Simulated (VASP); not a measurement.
# Al2Pt (Fm-3m) in VASP: further runs, part 2 of 3

VASP 6.6.1. Earlier steps stand in the parts before.

## (3) Electric field gradients, LDA (volume scaled by 0.98)

File INCAR:

```
PREC = Accurate ; ENCUT = 520
EDIFF = 1E-8 ; ISMEAR = -1
SIGMA = 0.08 ; LREAL = False
LASPH = True ; NELM = 80
ALGO = Normal ; ISIF = 2
LWAVE = False ; LCHARG = False
LEFG = True ; NBANDS = 15
```

File KPOINTS:

```
Automatic mesh
0
Gamma
  12 12 12
```

File POSCAR:

```
Al2Pt
1.0
    0.0000000000      2.9351671877      2.9351671877
    2.9351671877      0.0000000000      2.9351671877
    2.9351671877      2.9351671877      0.0000000000
Al Pt
2 1
Direct
    0.2500000000      0.2500000000      0.2500000000
    0.7500000000      0.7500000000      0.7500000000
    0.0000000000      0.0000000000      0.0000000000
```

Potentials or basis: VASP PAW LDA potentials, release 64 (Al, Pt).

Launch:

```sh
cat potpaw_LDA.64/Al/POTCAR potpaw_LDA.64/Pt/POTCAR > POTCAR
mpirun -np 1 vasp_std > vasp.out
```

OUTCAR:

```text
PREC = Accurate
   ENCUT = 520
   EDIFF = 1E-8
   ISMEAR = -1
   LREAL = False
   LASPH = True
   NELM = 80
   ISIF = 2

 ion  position               nearest neighbor table
   1  0.250  0.250  0.250-   3 2.54   3 2.54   3 2.54   3 2.54   2 2.94   2 2.94   2 2.94   2 2.94
                             2 2.94   2 2.94
   2  0.750  0.750  0.750-   3 2.54   3 2.54   3 2.54   3 2.54   1 2.94   1 2.94   1 2.94   1 2.94
                             1 2.94   1 2.94
   3  0.000  0.000  0.000-   1 2.54   2 2.54   2 2.54   2 2.54   2 2.54   1 2.54   1 2.54   1 2.54

  LATTYP: Found a face centered cubic cell.
 ALAT       =     5.8703343754

  Lattice vectors:

 A1 = (   0.0000000000,   2.9351671877,   2.9351671877)
 A2 = (   2.9351671877,   0.0000000000,   2.9351671877)
 A3 = (   2.9351671877,   2.9351671877,   0.0000000000)

Analysis of symmetry for initial positions (statically):
=====================================================================
 Subroutine PRICEL returns:
 Original cell was already a primitive cell.

 Routine SETGRP: Setting up the symmetry group for a
 face centered cubic supercell.

 Subroutine GETGRP returns: Found 48 space group operations
[... 9 lines left out ...]

 Routine SETGRP: Setting up the symmetry group for a
 face centered cubic supercell.

 Subroutine GETGRP returns: Found 48 space group operations
 (whereof 48 operations were pure point group operations)
 out of a pool of 48 trial point group operations.

The dynamic configuration has the point symmetry O_h .

 Subroutine INISYM returns: Found 48 space group operations
 (whereof 48 operations are pure point group operations),
 and found     1 'primitive' translations

[... 570 lines left out ...]
      5       3.9213      2.00000
      6       4.2487      2.00000
      7       4.6446      2.00000
      8       7.4584      1.99666
      9       8.6128      0.00065
     10      11.4762      0.00000
     11      13.6590      0.00000
     12      14.0354      0.00000
     13      14.9456      0.00000
     14      16.8454      0.00000
     15      17.2043      0.00000

 [... further k-points ...]
[... 5 lines left out ...]
  --------------------------------------------------------------------------------------
  -------------------------------------------------------------------------------------
  Total       -0.2723391     -0.2723391     -0.2723391     -0.0000000     -0.0000000      0.0000000
  in kB       -8.6276421     -8.6276421     -8.6276421     -0.0000000     -0.0000000      0.0000000
  external PRESSURE =      -8.6276421 kB  Pullay stress =       0.0000000 kB

 VOLUME and BASIS-vectors are now :
 -----------------------------------------------------------------------------
  energy-cutoff  :      520.00
  volume of cell :       50.57
      direct lattice vectors                 reciprocal lattice vectors
     0.000000000  2.935167188  2.935167188    -0.170348048  0.170348048  0.170348048
     2.935167188  0.000000000  2.935167188     0.170348048 -0.170348048  0.170348048
     2.935167188  2.935167188  0.000000000     0.170348048  0.170348048 -0.170348048

 POSITION                                       TOTAL-FORCE (eV/Angst)
 -----------------------------------------------------------------------------------
      1.46758      1.46758      1.46758        -0.000000     -0.000000     -0.000000
      4.40275      4.40275      4.40275         0.000000      0.000000      0.000000
      0.00000      0.00000      0.00000        -0.000000      0.000000      0.000000
 -----------------------------------------------------------------------------------
    total drift:                                0.000000     -0.000000      0.000000

  FREE ENERGIE OF THE ION-ELECTRON SYSTEM (eV)
  ---------------------------------------------------
  free  energy   TOTEN  =       -18.6085307735 eV

  energy  without entropy=      -18.5832887824  energy(sigma->0) =      -18.59590978

 Electric field gradients (V/A^2)
---------------------------------------------------------------------
 ion       V_xx      V_yy      V_zz      V_xy      V_xz      V_yz
---------------------------------------------------------------------
   1      -0.000    -0.000     0.000     0.000     0.000     0.000
   2      -0.000    -0.000     0.000     0.000     0.000     0.000
   3       0.000     0.000     0.000     0.000     0.000     0.000
---------------------------------------------------------------------

 Electric field gradients after diagonalization (V/A^2)
 (convention: |V_zz| > |V_xx| > |V_yy|)
----------------------------------------------------------------------
 ion       V_xx      V_yy      V_zz     asymmetry (V_yy - V_xx)/ V_zz
----------------------------------------------------------------------
   1      -0.000    -0.000     0.000       0.000
   2      -0.000    -0.000     0.000       0.000
   3      -0.000    -0.000     0.001       0.000
----------------------------------------------------------------------

           NMR quadrupolar parameters

 Cq : quadrupolar parameter    Cq=e*Q*V_zz/h
 eta: asymmetry parameters     (V_yy - V_xx)/ V_zz
 Q  : nuclear electric quadrupole moment in mb (millibarn)
----------------------------------------------------------------------
 ion       Cq(MHz)       eta       Q (mb)
----------------------------------------------------------------------
   1       0.000       0.000       1.000
   2       0.000       0.000       1.000
   3       0.000       0.000       1.000
----------------------------------------------------------------------
```

OSZICAR:

```text
N       E                     dE             d eps       ncg     rms          rms(c)
DAV:   1     0.459024531630E+02    0.45902E+02   -0.66310E+03  2176   0.913E+02
DAV:   2    -0.177732681160E+02   -0.63676E+02   -0.56525E+02  2657   0.166E+02
DAV:   3    -0.192504045408E+02   -0.14771E+01   -0.14683E+01  2756   0.240E+01
DAV:   4    -0.192606202382E+02   -0.10216E-01   -0.10215E-01  2552   0.239E+00
DAV:   5    -0.192607664136E+02   -0.14618E-03   -0.14618E-03  2819   0.289E-01    0.891E+00
DAV:   6    -0.187486895220E+02    0.51208E+00   -0.18228E+00  2517   0.122E+01    0.230E+00
DAV:   7    -0.186498164570E+02    0.98873E-01   -0.13392E-01  2503   0.343E+00    0.169E+00
DAV:   8    -0.186087634516E+02    0.41053E-01   -0.36264E-02  2680   0.147E+00    0.262E-01
DAV:   9    -0.186085334630E+02    0.22999E-03   -0.14440E-03  2755   0.296E-01    0.165E-01
DAV:  10    -0.186085346839E+02   -0.12210E-05   -0.15337E-04  2734   0.102E-01    0.178E-02
DAV:  11    -0.186085307629E+02    0.39210E-05   -0.13239E-05  2678   0.344E-02    0.736E-03
DAV:  12    -0.186085308149E+02   -0.51932E-07   -0.68185E-07  2545   0.534E-03    0.131E-03
DAV:  13    -0.186085307735E+02    0.41374E-07   -0.15403E-07  2790   0.352E-03    0.575E-04
DAV:  14    -0.186085307735E+02   -0.12960E-10   -0.45743E-09  1514   0.654E-04
   1 F= -.18608531E+02 E0= -.18595910E+02  d E =-.252420E-01
```

stdout:

```text
POSCAR found type information on POSCAR AlPt
 POSCAR found :  2 types and       3 ions
 scaLAPACK will be used
 LDA part: xc-table for (Slater(with rela. corr.)+CA(PZ))
 , standard interpolation
 POSCAR, INCAR and KPOINTS ok, starting setup
 FFT: planning ... GRIDC
 FFT: planning ... GRID_SOFT
 FFT: planning ... GRID
 WAVECAR not read
 entering main loop
ion   1

ion   2

ion   3
```

Wall time 27 s (1 thread of Intel Xeon Platinum 8559C (Emerald Rapids), shared host); peak memory 0.18 GiB.

What came out:

| Item | Value |
| --- | --- |
| Free energy | -18.6085 eV |
| Pressure | -0.9 GPa |
| Band gap on the k mesh | zero (band 8 reaches 11.79 eV, above the bottom of band 9 at 6.32 eV) |

Levels at points of the mesh, in eV from the Fermi level:
```
           k point  band 6  band 7  band 8  band 9  band 10  band 11
(0.00, 0.00, 0.00)   -3.82    2.95    3.82    3.82     3.82     5.49
(0.50, 0.00, 0.00)   -3.59   -3.59    1.00    1.00     3.72     5.22
(0.50, 0.50, 0.00)   -3.52   -3.30   -1.65   -1.65     3.21     3.38
```

Caveat: without QUAD_EFG the Cq values of the log hold for a quadrupole moment of 1 mb, not for the nuclei; spin-orbit coupling is left out, which moves the levels of the heavy elements.

## (4) Electric field gradients, LDA (volume scaled by 0.98)

File INCAR:

```
SYSTEM = Al2Pt
ALGO     = Normal         ! electronic algorithm
EDIFF    = 1E-8           ! SCF threshold, eV
ENCUT    = 520            ! plane-wave cutoff, eV
ISIF     = 2              ! what is computed and relaxed
ISMEAR   = -1             ! smearing method
LASPH    = .TRUE.         ! aspherical terms in the spheres
LCHARG   = .FALSE.        ! write CHGCAR
LEFG     = .TRUE.       
LREAL    = .FALSE.        ! projectors in reciprocal space
LWAVE    = .FALSE.        ! write WAVECAR
NBANDS   = 15             ! bands
NELM     = 100            ! most SCF steps
PREC     = Accurate       ! precision mode
SIGMA    = 0.08           ! smearing width, eV
```

File KPOINTS:

```
k-points
0
G
  12 12 12
  0 0 0
```

POSCAR is that of step 3.

Potentials or basis: VASP PAW LDA potentials, release 64 (Al, Pt).

Launch:

```sh
cat potpaw_LDA.64/Al/POTCAR potpaw_LDA.64/Pt/POTCAR > POTCAR
mpirun -np 1 vasp_std > vasp.out
```

OUTCAR:

```text
SYSTEM = Al2Pt
   EDIFF = 1E-8
   ENCUT = 520
   ISIF = 2
   ISMEAR = -1
   LASPH = .TRUE.
   LREAL = .FALSE.
   NELM = 100
   PREC = Accurate

 ion  position               nearest neighbor table
   1  0.250  0.250  0.250-   3 2.54   3 2.54   3 2.54   3 2.54   2 2.94   2 2.94   2 2.94   2 2.94
                             2 2.94   2 2.94
   2  0.750  0.750  0.750-   3 2.54   3 2.54   3 2.54   3 2.54   1 2.94   1 2.94   1 2.94   1 2.94
                             1 2.94   1 2.94
   3  0.000  0.000  0.000-   1 2.54   2 2.54   2 2.54   2 2.54   2 2.54   1 2.54   1 2.54   1 2.54

  LATTYP: Found a face centered cubic cell.
 ALAT       =     5.8703343754

  Lattice vectors:

 A1 = (   0.0000000000,   2.9351671877,   2.9351671877)
 A2 = (   2.9351671877,   0.0000000000,   2.9351671877)
 A3 = (   2.9351671877,   2.9351671877,   0.0000000000)

Analysis of symmetry for initial positions (statically):
=====================================================================
 Subroutine PRICEL returns:
 Original cell was already a primitive cell.

 Routine SETGRP: Setting up the symmetry group for a
 face centered cubic supercell.

 Subroutine GETGRP returns: Found 48 space group operations
[... 9 lines left out ...]

 Routine SETGRP: Setting up the symmetry group for a
 face centered cubic supercell.

 Subroutine GETGRP returns: Found 48 space group operations
 (whereof 48 operations were pure point group operations)
 out of a pool of 48 trial point group operations.

The dynamic configuration has the point symmetry O_h .

 Subroutine INISYM returns: Found 48 space group operations
 (whereof 48 operations are pure point group operations),
 and found     1 'primitive' translations

----------------------------------------------------------------------------------------

                                     Primitive cell

  volume of cell :      50.5741

  direct lattice vectors                    reciprocal lattice vectors
     0.000000000  2.935167188  2.935167188    -0.170348048  0.170348048  0.170348048
     2.935167188  0.000000000  2.935167188     0.170348048 -0.170348048  0.170348048
     2.935167188  2.935167188  0.000000000     0.170348048  0.170348048 -0.170348048

  length of vectors
     4.150953245  4.150953245  4.150953245     0.295051474  0.295051474  0.295051474

  position of ions in fractional coordinates (direct lattice)
     0.250000000  0.250000000  0.250000000
     0.750000000  0.750000000  0.750000000
     0.000000000  0.000000000  0.000000000

  ion indices of the primitive-cell ions
   primitive index   ion index
                 1           1
                 2           2
                 3           3

----------------------------------------------------------------------------------------

 KPOINTS: k-points

Automatic generation of k-mesh.
 Grid dimensions read from file:
 generate k-points for:   12   12   12

 Generating k-lattice:

  Cartesian coordinates                     Fractional coordinates (reciprocal lattice)
    -0.014195671  0.014195671  0.014195671     0.083333333  0.000000000  0.000000000
[... 75 lines left out ...]
   EFERMI_NEDOS =   21; number of points for ismear=-14 and -15
   IALGO  =     38    algorithm
   IMIX   =      4    mixing-type and parameters
     AMIX     =   0.40;   BMIX     =  1.00
     AMIX_MAG =   1.60;   BMIX_MAG =  1.00
  volume/ion in A,a.u.               =      16.86       113.76
  Fermi-wavevector in a.u.,A,eV,Ry     =   1.115506  2.108001 16.930465  1.244354
  Thomas-Fermi vector in A             =   2.252111
   LORBIT       =      0    0 simple, 1 ext, 2 COOP (PROOUT), +10 PAW based schemes
   GGA     = CA    functional components
   LHFCALC =     F    Hartree Fock is set to
   AEXX    =    0.0000 exact exchange contribution
   IVDW    =     0    specifies the selected vdW correction
   LEPSILON=     F    determine dielectric tensor
   LRPA    =     F    only Hartree local field effects (RPA)
 non-spin polarized calculation
  energy-cutoff  :      520.00
  volume of cell :       50.57
 maximum number of plane-waves:      1381
   NGX = 15   NGY = 15   NGZ = 15

 number of electron      16.0000000 magnetization

 Free energy of the ion-electron system (eV)
  ---------------------------------------------------
  ext. energy  EPLUGINS =         0.00000000
  ---------------------------------------------------
  free energy    TOTEN  =       -18.60853077 eV

  energy without entropy =      -18.58328878  energy(sigma->0) =      -18.59590978

 E-fermi :   7.9698     XC(G=0): -10.9745

 val. band max:        7.9697241287   @ k =   0.3333   0.2500   0.0000
 cond. band min:       8.0044494770   @ k =  -0.4167   0.2500   0.0000
 fundamental gap:      0.0347253483
 Fermi energy:         7.9698302430

 k-point     1 :       0.0000    0.0000    0.0000
  band No.  band energies     occupation
      1      -2.4111      2.00000
      2       2.7638      2.00000
      3       2.7638      2.00000
      4       2.7638      2.00000
      5       4.1521      2.00000
      6       4.1521      2.00000
      7      10.9230      0.00000
      8      11.7914      0.00000
      9      11.7914      0.00000
     10      11.7914      0.00000
     11      13.4633      0.00000
     12      13.4633      0.00000
     13      13.4633      0.00000
     14      14.3025      0.00000
[... 401 lines left out ...]
      2       1.8043      2.00000
      3       2.9871      2.00000
      4       3.3021      2.00000
      5       3.9213      2.00000
      6       4.2487      2.00000
      7       4.6446      2.00000
      8       7.4584      1.99666
      9       8.6128      0.00065
     10      11.4762      0.00000
     11      13.6590      0.00000
     12      14.0354      0.00000
     13      14.9456      0.00000
     14      16.8454      0.00000
     15      17.2043      0.00000

 [... further k-points ...]
[... 5 lines left out ...]
  --------------------------------------------------------------------------------------
  -------------------------------------------------------------------------------------
  Total       -0.2723391     -0.2723391     -0.2723391     -0.0000000     -0.0000000      0.0000000
  in kB       -8.6276421     -8.6276421     -8.6276421     -0.0000000     -0.0000000      0.0000000
  external PRESSURE =      -8.6276421 kB  Pullay stress =       0.0000000 kB

 VOLUME and BASIS-vectors are now :
 -----------------------------------------------------------------------------
  energy-cutoff  :      520.00
  volume of cell :       50.57
      direct lattice vectors                 reciprocal lattice vectors
     0.000000000  2.935167188  2.935167188    -0.170348048  0.170348048  0.170348048
     2.935167188  0.000000000  2.935167188     0.170348048 -0.170348048  0.170348048
     2.935167188  2.935167188  0.000000000     0.170348048  0.170348048 -0.170348048

 POSITION                                       TOTAL-FORCE (eV/Angst)
 -----------------------------------------------------------------------------------
      1.46758      1.46758      1.46758        -0.000000     -0.000000     -0.000000
      4.40275      4.40275      4.40275         0.000000      0.000000      0.000000
      0.00000      0.00000      0.00000        -0.000000      0.000000      0.000000
 -----------------------------------------------------------------------------------
    total drift:                                0.000000     -0.000000      0.000000

  FREE ENERGIE OF THE ION-ELECTRON SYSTEM (eV)
  ---------------------------------------------------
  free  energy   TOTEN  =       -18.6085307735 eV

  energy  without entropy=      -18.5832887824  energy(sigma->0) =      -18.59590978

 Electric field gradients (V/A^2)
---------------------------------------------------------------------
 ion       V_xx      V_yy      V_zz      V_xy      V_xz      V_yz
---------------------------------------------------------------------
   1      -0.000    -0.000     0.000     0.000     0.000     0.000
   2      -0.000    -0.000     0.000     0.000     0.000     0.000
   3       0.000     0.000     0.000     0.000     0.000     0.000
---------------------------------------------------------------------

 Electric field gradients after diagonalization (V/A^2)
 (convention: |V_zz| > |V_xx| > |V_yy|)
----------------------------------------------------------------------
 ion       V_xx      V_yy      V_zz     asymmetry (V_yy - V_xx)/ V_zz
----------------------------------------------------------------------
   1      -0.000    -0.000     0.000       0.000
   2      -0.000    -0.000     0.000       0.000
   3      -0.000    -0.000     0.001       0.000
----------------------------------------------------------------------

           NMR quadrupolar parameters

 Cq : quadrupolar parameter    Cq=e*Q*V_zz/h
 eta: asymmetry parameters     (V_yy - V_xx)/ V_zz
 Q  : nuclear electric quadrupole moment in mb (millibarn)
----------------------------------------------------------------------
 ion       Cq(MHz)       eta       Q (mb)
----------------------------------------------------------------------
   1       0.000       0.000       1.000
   2       0.000       0.000       1.000
   3       0.000       0.000       1.000
----------------------------------------------------------------------
```

It took 28 s on 1 thread of Intel Xeon Platinum 8559C (Emerald Rapids), shared host; peak memory 0.19 GiB.

Results:

| Property | Result |
| --- | --- |
| Free energy | -18.6085 eV |
| Pressure | -0.9 GPa |
| Band gap on the k mesh | zero (band 8 reaches 11.79 eV, above the bottom of band 9 at 6.32 eV) |

Levels at points of the mesh, in eV from the Fermi level:
| k point | band 6 | band 7 | band 8 | band 9 | band 10 | band 11 |
| --- | --- | --- | --- | --- | --- | --- |
| (0.00, 0.00, 0.00) | -3.82 | 2.95 | 3.82 | 3.82 | 3.82 | 5.49 |
| (0.50, 0.00, 0.00) | -3.59 | -3.59 | 1.00 | 1.00 | 3.72 | 5.22 |
| (0.50, 0.50, 0.00) | -3.52 | -3.30 | -1.65 | -1.65 | 3.21 | 3.38 |

Caveat: without QUAD_EFG the Cq values of the log hold for a quadrupole moment of 1 mb, not for the nuclei; spin-orbit coupling is left out, which moves the levels of the heavy elements.

(Continued in part 3 of 3.)
